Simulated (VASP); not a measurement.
A run of VASP 6.6.1 is set up as follows.

Contents of INCAR:

```
ALGO = Normal ; EDIFF = 1E-6
ENCUT = 520 ; GGA = PE
ISIF = 2 ; ISMEAR = -1
LASPH = True ; LCHARG = True
LELF = True ; LREAL = False
LVHAR = True ; LWAVE = False
NBANDS = 18 ; NELM = 60
PREC = Accurate ; SIGMA = 0.08
```

KPOINTS

```
k-points
0
Gamma
  12 12 7
```

Contents of POSCAR:

```
Y
1.0
    3.6269917924      0.0000000000      0.0000000000
   -1.8134958961      3.1410670315      0.0000000000
    0.0000000000      0.0000000000      5.7088256834
Y
2
Direct
    0.3333333333      0.6666666667      0.2500000000
    0.6666666667      0.3333333333      0.7500000000
```

Potentials or basis: VASP PAW PBE potentials, release 64 (Y_sv).

The run is started by

```bash
$ cat potpaw_PBE.64/Y_sv/POTCAR > POTCAR
$ mpirun -np 1 vasp_std > vasp.out
```

(1) Predict the pressure.

(2) What does it give for the band gap on the k mesh?

Answers

(1) 0.4 GPa.

(2) zero (bands 11 and 12 overlap by 1.33 eV).
